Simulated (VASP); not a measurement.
# Se (R-3) in VASP: a series of runs

Se is run at these levels: PBEsol; tasks: single point.

Everything below comes from runs of VASP 6.6.1. Logs are shortened: lines on timing, memory, paths and dates and some standing lists are left out, and cuts for length are marked.

### 1 The cell of the first run

It takes space group R-3 (No. 148, trigonal). The conventional cell has a = 10.698 Å, b = 10.698 Å, c = 4.576 Å, α = 90.00°, β = 90.00°, γ = 120.00°. Within 3.2 Å of Se (site symmetry 1) lie 4 Se at 2.43 to 3.03 Å.

### 2 Single point, PBEsol

Input file INCAR:

```
  ALGO = Normal
  EDIFF = 1E-6
  ENCUT = 520
  GGA = PS
  ISIF = 2
  ISMEAR = 0
  LASPH = True
  LCHARG = False
  LREAL = False
  LWAVE = False
  NBANDS = 27
  NELM = 100
  PREC = Accurate
  SIGMA = 0.02
```

Input file KPOINTS:

```
k-points
0
Gamma
  6 6 6
```

Input file POSCAR:

```
Se
1.0
    5.3491928220      3.0883579157      1.5253951818
   -5.3491928220      3.0883579157      1.5253951818
    0.0000000000     -6.1767158315      1.5253951817
Se
6
Direct
    0.8329868431      0.6977891857      0.0912446697
    0.6977891857      0.0912446697      0.8329868431
    0.0912446697      0.8329868431      0.6977891857
    0.1670131569      0.3022108143      0.9087553303
    0.3022108143      0.9087553303      0.1670131569
    0.9087553303      0.1670131569      0.3022108143
```

Potentials or basis: VASP PAW PBE potentials, release 64 (Se).

The run is started by

```console
cat potpaw_PBE.64/Se/POTCAR > POTCAR
mpirun -np 1 vasp_std > vasp.out
```

OUTCAR:

```text
EDIFF = 1E-6
   ENCUT = 520
   GGA = PS
   ISIF = 2
   ISMEAR = 0
   LASPH = True
   LREAL = False
   NELM = 100
   PREC = Accurate

 ion  position               nearest neighbor table
   1  0.833  0.698  0.091-   5 2.43   6 2.43
   2  0.698  0.091  0.833-   4 2.43   6 2.43
   3  0.091  0.833  0.698-   4 2.43   5 2.43
   4  0.167  0.302  0.909-   2 2.43   3 2.43
   5  0.302  0.909  0.167-   1 2.43   3 2.43
   6  0.909  0.167  0.302-   1 2.43   2 2.43

  LATTYP: Found a trigonal (rhomboedric) cell.
 ALAT       =     6.3622833105
 COS(alpha) =    -0.4137756377

  Lattice vectors:

 A1 = (   5.3491928220,   3.0883579157,   1.5253951818)
 A2 = (  -5.3491928220,   3.0883579157,   1.5253951818)
 A3 = (   0.0000000000,  -6.1767158315,   1.5253951817)

Analysis of symmetry for initial positions (statically):
=====================================================================
 Subroutine PRICEL returns:
 Original cell was already a primitive cell.

 Routine SETGRP: Setting up the symmetry group for a
 trigonal (rhombohedral) supercell.

 Subroutine GETGRP returns: Found  6 space group operations
 (whereof  6 operations were pure point group operations)
 out of a pool of 12 trial point group operations.

The static configuration has the point symmetry S_6 .

Analysis of symmetry for dynamics (positions and initial velocities):
=====================================================================
 Subroutine PRICEL returns:
 Original cell was already a primitive cell.

 Routine SETGRP: Setting up the symmetry group for a
 trigonal (rhombohedral) supercell.

 Subroutine GETGRP returns: Found  6 space group operations
 (whereof  6 operations were pure point group operations)
 out of a pool of 12 trial point group operations.

The dynamic configuration has the point symmetry S_6 .

 Subroutine INISYM returns: Found  6 space group operations
 (whereof  6 operations are pure point group operations),
 and found     1 'primitive' translations

----------------------------------------------------------------------------------------

                                     Primitive cell

  volume of cell :     151.1992

  direct lattice vectors                    reciprocal lattice vectors
     5.349192822  3.088357916  1.525395182     0.093472046  0.053966111  0.218522608
    -5.349192822  3.088357916  1.525395182    -0.093472046  0.053966111  0.218522608
     0.000000000 -6.176715832  1.525395182     0.000000000 -0.107932222  0.218522608

  length of vectors
     6.362283310  6.362283310  6.362283311     0.243724219  0.243724219  0.243724219

  position of ions in fractional coordinates (direct lattice)
     0.832986843  0.697789186  0.091244670
     0.697789186  0.091244670  0.832986843
     0.091244670  0.832986843  0.697789186
     0.167013157  0.302210814  0.908755330
     0.302210814  0.908755330  0.167013157
     0.908755330  0.167013157  0.302210814

  ion indices of the primitive-cell ions
   primitive index   ion index
                 1           1
                 2           2
                 3           3
                 4           4
                 5           5
                 6           6

----------------------------------------------------------------------------------------

 KPOINTS: k-points

Automatic generation of k-mesh.
 Grid dimensions read from file:
 generate k-points for:    6    6    6

 Generating k-lattice:

  Cartesian coordinates                     Fractional coordinates (reciprocal lattice)
     0.015578674  0.008994352  0.036420435     0.166666667 -0.000000000  0.000000000
    -0.015578674  0.008994352  0.036420435    -0.000000000  0.166666667  0.000000000
     0.000000000 -0.017988704  0.036420435     0.000000000  0.000000000  0.166666667

  Length of vectors
     0.040620703  0.040620703  0.040620703

  Shift w.r.t. Gamma in fractional coordinates (k-lattice)
     0.000000000  0.000000000  0.000000000

 Subroutine IBZKPT returns following result:
 ===========================================

 Found     40 irreducible k-points:

 Following reciprocal coordinates:
            Coordinates               Weight
  0.000000  0.000000  0.000000      1.000000
  0.166667 -0.000000  0.000000      6.000000
  0.333333 -0.000000 -0.000000      6.000000
  0.500000 -0.000000  0.000000      3.000000
  0.166667  0.166667 -0.000000      6.000000
  0.333333  0.166667  0.000000      6.000000
[... 16 lines left out ...]
  0.333333  0.333333  0.166667      6.000000
  0.500000  0.333333  0.166667      6.000000
 [... further k-points ...]
   k-points           NKPTS =     40   k-points in BZ     NKDIM =     40   number of bands    NBANDS=     27
   number of dos      NEDOS =    301   number of ions     NIONS =      6
   total plane-waves  NPLWV = 110592
   dimension x,y,z NGX =    48 NGY =   48 NGZ =   48
   dimension x,y,z NGXF=    96 NGYF=   96 NGZF=   96
   ions per type =               6
   NGX,Y,Z   is equivalent  to a cutoff of  12.54, 12.54, 12.54 a.u.
   NGXF,Y,Z  is equivalent  to a cutoff of  25.08, 25.08, 25.08 a.u.
 SYSTEM =  unknown system
   PREC   = accura    normal or accurate (medium, high low for compatibility)
   ISTART =      0    job   : 0-new  1-cont  2-samecut
   ICHARG =      2    charge: 1-file 2-atom 10-const
   ISPIN  =      1    spin polarized calculation?
   LNONCOLLINEAR =      F non collinear calculations
   LSORBIT =      F    spin-orbit coupling
   LASPH  =      T    aspherical Exc in radial PAW
   ENCUT  =  520.0 eV  38.22 Ry    6.18 a.u.  11.83 11.83 11.83*2*pi/ulx,y,z
   NELM   =    100;   NELMIN=  2; NELMDL= -5     # of ELM steps
   EDIFF  = 0.1E-05   stopping-criterion for ELM
   LREAL  =      F    real-space projection
   EDIFFG = 0.1E-04   stopping-criterion for IOM
   NSW    =      0    number of steps for IOM
   IBRION =     -1    ionic relax: 0-MD 1-quasi-New 2-CG
   NFREE  =      0    steps in history (QN), initial steepest desc. (CG)
   ISIF   =      2    stress and relaxation
   ISYM   =      2    0-nonsym 1-usesym 2-fastsym
   POTIM  = 0.5000    time-step for ionic-motion
   TEBEG  =    0.0;   TEEND  =   0.0 temperature during run
   PSTRESS=    0.0 pullay stress
   NELECT =      36.0000    total number of electrons
   NUPDOWN=      -1.0000    fix difference up-down
   EMIN   =  10.00;   EMAX   =-10.00  energy-range for DOS
   EFERMI =   0.00;   METHOD = LEGACY
   ISMEAR =     0;   SIGMA  =   0.02  broadening in eV -4-tet -1-fermi 0-gaus
   EFERMI_NEDOS =   21; number of points for ismear=-14 and -15
   IALGO  =     38    algorithm
   IMIX   =      4    mixing-type and parameters
     AMIX     =   0.40;   BMIX     =  1.00
     AMIX_MAG =   1.60;   BMIX_MAG =  1.00
  volume/ion in A,a.u.               =      25.20       170.06
  Fermi-wavevector in a.u.,A,eV,Ry     =   1.014672  1.917453 14.008014  1.029560
  Thomas-Fermi vector in A             =   2.147914
   LORBIT       =      0    0 simple, 1 ext, 2 COOP (PROOUT), +10 PAW based schemes
   GGA     = PS    functional components
   LHFCALC =     F    Hartree Fock is set to
   AEXX    =    0.0000 exact exchange contribution
   IVDW    =     0    specifies the selected vdW correction
   LEPSILON=     F    determine dielectric tensor
   LRPA    =     F    only Hartree local field effects (RPA)
 non-spin polarized calculation
 Gauss-broadening in eV      SIGMA  =   0.02
  energy-cutoff  :      520.00
  volume of cell :      151.20
 maximum number of plane-waves:      4110
   NGX = 23   NGY = 23   NGZ = 23

 number of electron      35.9999997 magnetization

 Free energy of the ion-electron system (eV)
  ---------------------------------------------------
  ext. energy  EPLUGINS =         0.00000000
  ---------------------------------------------------
  free energy    TOTEN  =       -22.91555750 eV

  energy without entropy =      -22.91555750  energy(sigma->0) =      -22.91555750

 E-fermi :   3.1619     XC(G=0):  -9.4134

 val. band max:        3.0556303984   @ k =   0.5000  -0.0000   0.0000
 cond. band min:       4.0397587888   @ k =  -0.1667   0.1667   0.1667
 fundamental gap:      0.9841283904
 Fermi energy:         3.1619495567

 k-point     1 :       0.0000    0.0000    0.0000
  band No.  band energies     occupation
      1     -12.8120      2.00000
      2     -10.5532      2.00000
      3     -10.5532      2.00000
      4      -8.8984      2.00000
      5      -8.8984      2.00000
      6      -7.9799      2.00000
[... 19 lines left out ...]
     26       8.9966      0.00000
     27       9.5483      0.00000

 k-point     2 :       0.1667   -0.0000    0.0000
  band No.  band energies     occupation
      1     -12.7005      2.00000
      2     -10.7092      2.00000
      3     -10.5906      2.00000
      4      -8.9916      2.00000
      5      -8.7286      2.00000
      6      -7.8986      2.00000
[... 19 lines left out ...]
     26       9.3705      0.00000
     27       9.5405      0.00000

 k-point     3 :       0.3333   -0.0000   -0.0000
  band No.  band energies     occupation
      1     -12.4192      2.00000
      2     -11.0367      2.00000
      3     -10.6712      2.00000
      4      -9.1187      2.00000
      5      -8.4037      2.00000
      6      -7.8573      2.00000
[... 19 lines left out ...]
     26       9.9410      0.00000
     27      10.1267      0.00000

 k-point     4 :       0.5000   -0.0000    0.0000
  band No.  band energies     occupation
      1     -12.2163      2.00000
      2     -11.2498      2.00000
      3     -10.7135      2.00000
      4      -9.1655      2.00000
      5      -8.2176      2.00000
      6      -7.9057      2.00000
[... 19 lines left out ...]
     26      10.5055      0.00000
     27      10.7633      0.00000
[... 516 lines left out ...]
      4      -9.0761      2.00000
      5      -8.7557      2.00000
      6      -7.5587      2.00000
[... 19 lines left out ...]
     26       9.0491      0.00000
     27       9.7271      0.00000

 k-point    23 :       0.3333    0.3333    0.1667
  band No.  band energies     occupation
      1     -11.9902      2.00000
      2     -11.5823      2.00000
      3     -11.2042      2.00000
      4      -8.7998      2.00000
      5      -8.3362      2.00000
      6      -7.5339      2.00000
[... 19 lines left out ...]
     26       8.5441      0.00000
     27       8.7419      0.00000

 k-point    24 :       0.5000    0.3333    0.1667
  band No.  band energies     occupation
      1     -12.1442      2.00000
      2     -11.5447      2.00000
      3     -11.0687      2.00000
      4      -9.0658      2.00000
      5      -8.3955      2.00000
      6      -7.1631      2.00000
[... 19 lines left out ...]
     26       8.4890      0.00000
     27       9.2132      0.00000

 [... further k-points ...]

------------------------ aborting loop because EDIFF is reached ----------------------------------------

  FORCE on cell =-STRESS in cart. coord.  units (eV):
  Direction    XX          YY          ZZ          XY          YZ          ZX
  --------------------------------------------------------------------------------------
  -------------------------------------------------------------------------------------
  Total        0.1976806      0.1976806      0.1037741     -0.0000008     -0.0000000     -0.0000000
  in kB        2.0947164      2.0947164      1.0996389     -0.0000086     -0.0000000     -0.0000000
  external PRESSURE =       1.7630239 kB  Pullay stress =       0.0000000 kB

 VOLUME and BASIS-vectors are now :
 -----------------------------------------------------------------------------
  energy-cutoff  :      520.00
  volume of cell :      151.20
      direct lattice vectors                 reciprocal lattice vectors
     5.349192822  3.088357916  1.525395182     0.093472046  0.053966111  0.218522608
    -5.349192822  3.088357916  1.525395182    -0.093472046  0.053966111  0.218522608
     0.000000000 -6.176715832  1.525395182     0.000000000 -0.107932222  0.218522608

 POSITION                                       TOTAL-FORCE (eV/Angst)
 -----------------------------------------------------------------------------------
      0.72320      4.16399      2.47422         0.004434     -0.021555     -0.027279
      3.24452     -2.70830      2.47422        -0.020884      0.006938     -0.027279
     -3.96772     -1.45569      2.47422         0.016450      0.014617     -0.027279
     -0.72320     -4.16399      2.10196        -0.004434      0.021555      0.027279
     -3.24452      2.70830      2.10196         0.020884     -0.006938      0.027279
      3.96772      1.45569      2.10196        -0.016450     -0.014617      0.027279
 -----------------------------------------------------------------------------------
    total drift:                                0.000000      0.000000      0.000000

  FREE ENERGIE OF THE ION-ELECTRON SYSTEM (eV)
  ---------------------------------------------------
  free  energy   TOTEN  =       -22.9155575046 eV

  energy  without entropy=      -22.9155575046  energy(sigma->0) =      -22.91555750
```

Run time: 5.9 min. Hardware: 1 thread of Oxide Virtual Turin-like, shared host; peak memory 0.34 GiB.

Results:

```
Free energy            : -22.9156 eV
Pressure               : 0.2 GPa
Largest force          : 0.035 eV/Å
Band gap on the k mesh : 0.98 eV, indirect (least direct gap 1.11 eV)
```

Forces on the atoms (eV/Å):
```
Se   0.004 -0.022 -0.027
Se  -0.021  0.007 -0.027
Se   0.016  0.015 -0.027
Se  -0.004  0.022  0.027
Se   0.021 -0.007  0.027
Se  -0.016 -0.015  0.027
```

Stress tensor (GPa, compression positive):
```
0.21 0.00 0.00
0.00 0.21 0.00
0.00 0.00 0.11
```

Levels at points of the mesh, in eV from the valence-band top:
```tsv
k point	band 15	band 16	band 17	band 18	band 19	band 20	band 21	band 22
(0.00, 0.00, 0.00)	-1.03	-1.03	-0.53	-0.53	2.08	2.08	2.35	2.49
(0.50, 0.00, 0.00)	-1.34	-0.91	-0.34	0.00	1.45	1.63	2.53	2.75
(0.50, 0.50, 0.00)	-1.53	-1.50	-1.19	-0.09	1.16	1.46	1.88	2.72
(0.50, 0.50, 0.50)	-1.81	-1.15	-1.15	-0.66	1.49	1.49	1.49	3.52
```

Caveat: the PAW data sets were made with another functional, which shifts forces and pressure a little. A k mesh can miss the band edges.

[end of part 1 of 2]
